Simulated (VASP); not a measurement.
Input of a VASP 6.6.1 run:

Contents of INCAR:

```
SYSTEM = Y
PREC = Accurate
ENCUT = 600
EDIFF = 1E-6
ISMEAR = -1
SIGMA = 0.15
LREAL = .FALSE.
LASPH = .TRUE.
NELM = 60
ALGO = Fast
ISIF = 3
LWAVE = .FALSE.
LCHARG = .FALSE.
GGA = PS
IBRION = 2
NSW = 80
EDIFFG = -0.001
```

Contents of KPOINTS:

```
regular mesh
0
G
  15 15 8
  0 0 0
```

Contents of POSCAR:

```
Y
1.0
    3.5991554591      0.0000000029      0.0000000000
   -1.7995777320      3.1169600583      0.0000000000
    0.0000000000      0.0000000000      5.5816203737
Y
2
Direct
    0.3333333333      0.6666666667      0.2500000000
    0.6666666667      0.3333333333      0.7500000000
```

Potentials or basis: VASP PAW PBE potentials, release 64 (Y_sv).

Run with:

```console
$ cat potpaw_PBE.64/Y_sv/POTCAR > POTCAR
$ mpirun -np 1 vasp_std > vasp.out
```

(1) Predict the band gap on the k mesh.

(2) What does it give for the relaxed volume?

Answers

(1) zero (bands 11 and 12 overlap by 1.48 eV).

(2) 31.37 Å³/atom.

Caveat: the PAW data sets were made with another functional, which shifts forces and pressure a little.
